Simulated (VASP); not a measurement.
A run of VASP 6.6.1 is set up as follows.

File INCAR:

```
SYSTEM = Se
PREC = Accurate ; ENCUT = 520
EDIFF = 1E-6 ; ISMEAR = 0
SIGMA = 0.01 ; LREAL = .False.
LASPH = .True. ; NELM = 60
ALGO = Normal ; ISIF = 2
LWAVE = .False. ; LCHARG = .False.
GGA = PE ; NBANDS = 27
```

The input KPOINTS:

```
regular mesh
0
Gamma
  6 6 6
  0 0 0
```

POSCAR

```
Se
1.0
    5.6247499266      3.2474508842      1.4885349492
   -5.6247499266      3.2474508842      1.4885349492
    0.0000000000     -6.4949017685      1.4885349490
Se
6
Direct
    0.8392979912      0.7150361892      0.0841378016
    0.7150361892      0.0841378016      0.8392979912
    0.0841378016      0.8392979912      0.7150361892
    0.1607020088      0.2849638108      0.9158621984
    0.2849638108      0.9158621984      0.1607020088
    0.9158621984      0.1607020088      0.2849638108
```

Potentials or basis: VASP PAW PBE potentials, release 64 (Se).

The run is started by

```console
$ cat potpaw_PBE.64/Se/POTCAR > POTCAR
$ mpirun -np 1 vasp_std > vasp.out
```

Question: What does it give for the band gap on the k mesh?

Answer: 1.23 eV (least direct gap 1.44 eV).

Question: What does it give for the pressure?

Answer: 2.4 GPa.

Question: Estimate the largest force.

Answer: 0.363 eV/Å.

Stress tensor (GPa, compression positive):
```
2.53 0.00 0.00
0.00 2.53 0.00
0.00 0.00 2.28
```

Caveat: this functional lacks dispersion, which holds the molecules together, so the pressure and a relaxed volume are unreliable. A k mesh can miss the band edges.
